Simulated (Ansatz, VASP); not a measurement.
Two plane-wave programs on InSb

INCAR

```
ALGO     = Normal         # electronic algorithm
EDIFF    = 1E-6           # SCF threshold, eV
ENCUT    = 520            # plane-wave cutoff, eV
GGA      = PS             # functional
ISIF     = 2              # what is computed and relaxed
ISMEAR   = 0              # smearing method
LASPH    = T              # aspherical terms in the spheres
LCHARG   = F              # write CHGCAR
LREAL    = F              # projectors in reciprocal space
LWAVE    = F              # write WAVECAR
NBANDS   = 16             # bands
NELM     = 60             # most SCF steps
PREC     = Accurate       # precision mode
SIGMA    = 0.15           # smearing width, eV
```

The input KPOINTS:

```
k-points
0
Gamma
  14 14 14
```

Contents of POSCAR:

```
InSb
1.0
    0.0000000000      2.8989585873      3.2729242451
    2.8989585873      0.0000000000      3.2729242451
    2.8989585873      2.8989585873      0.0000000000
In Sb
1 1
Direct
    0.0000000000      0.0000000000      0.0000000000
    0.5000000000      0.5000000000      0.5000000000
```

Input for Ansatz:

```yaml
crystal:
  lattice:
    - [0.0, 2.8989585873, 3.2729242451]
    - [2.8989585873, 0.0, 3.2729242451]
    - [2.8989585873, 2.8989585873, 0.0]
  atoms:
    - { symbol: In, position: [0.0, 0.0, 0.0] }
    - { symbol: Sb, position: [0.5, 0.5, 0.5] }
basis:
  ecutwfc: 420
kpoints:
  mp_grid: { grid: [14, 14, 14] }
hamiltonian:
  xc: pbesol
  pseudopotentials: { kind: paw, azcp: { folder: soft_1 } }
scf:
  occupations: { method: gaussian, width: 0.15 }
output:
  forces: true
  stress: true
  eigenvalues: true
```

Alike in both runs: task single point; functional PBEsol; k mesh 14 × 14 × 14; occupations gaussian, width 0.15 eV; no spin polarisation.

|  | VASP | Ansatz |
| --- | --- | --- |
| version | VASP 6.6.1 | Ansatz 0.2.0 |
| potentials or method | VASP PAW PBE potentials, release 64 (In_d, Sb), cutoff 520 eV | scalar-relativistic, plane waves, PAW |
| valence electrons in the cell | 18 | 28 |

VASP gave:

- gap on the k mesh at the Fermi level (eV): none
- pressure (GPa): 1.7
- traceless stress, the component that is largest in VASP (GPa): -6.28

**Question.** Which values does Ansatz return?

**Answer.** gap on the k mesh at the Fermi level (eV): none; pressure (GPa): 1.6; traceless stress, the component that is largest in VASP (GPa): -6.26.

VASP's potentials were made for PBE, not for PBEsol, and Ansatz warns of the same on its side. A gap of «none» marks a metal or a gap that the smearing closes. VASP's potentials hold 18 valence electrons a cell and Ansatz's 28, so a difference there can come from the potentials and not from the codes.

Neither program's run includes spin-orbit coupling.
